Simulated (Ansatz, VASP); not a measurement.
# One calculation of Te2Mo, two programs

```
Te Mo
1.0
     3.55707    0.00000    0.00000
    -1.77853    3.08051    0.00000
     0.00000    0.00000   14.44448
Te Mo
4 2
Direct
  0.33333 0.66667 0.63109
  0.66667 0.33333 0.13109
  0.33333 0.66667 0.86891
  0.66667 0.33333 0.36891
  0.33333 0.66667 0.25000
  0.66667 0.33333 0.75000
```

Change from the starting cell: strain +0.000 along x and y, -0.050 along z, atoms carried along.

Alike in both runs: task single point; functional PBE; k mesh 12 × 12 × 2; occupations gaussian, width 0.05 eV; no spin polarisation.

```csv
,VASP,Ansatz
version,VASP 6.6.1,Ansatz 0.2.0
potentials or method,"VASP PAW PBE potentials, release 64 (Te, Mo_sv), cutoff 520 eV","scalar-relativistic, plane waves, PAW"
valence electrons in the cell,52,92
```

Ansatz gave:

```
gap on the k mesh at the Fermi level (eV)                     : 0.64
least direct gap on the mesh (eV)                             : 0.91
pressure (GPa)                                                : 5.7
traceless stress, the component that is largest in VASP (GPa) : 3.98
rms of the force components (eV/Å)                            : 0.628
```

Question: What did VASP give for the same quantities?

Answer: gap on the k mesh at the Fermi level (eV): 0.62; least direct gap on the mesh (eV): 0.91; pressure (GPa): 5.7; traceless stress, the component that is largest in VASP (GPa): 4.06; rms of the force components (eV/Å): 0.638.

Atom by atom the forces differ by 0.010 eV/Å (rms over components). With one functional, cell and mesh, what is left measures potentials, basis and numerics. VASP's potentials hold 52 valence electrons a cell and Ansatz's 92, so a difference there can come from the potentials and not from the codes.

Neither program's run includes spin-orbit coupling.
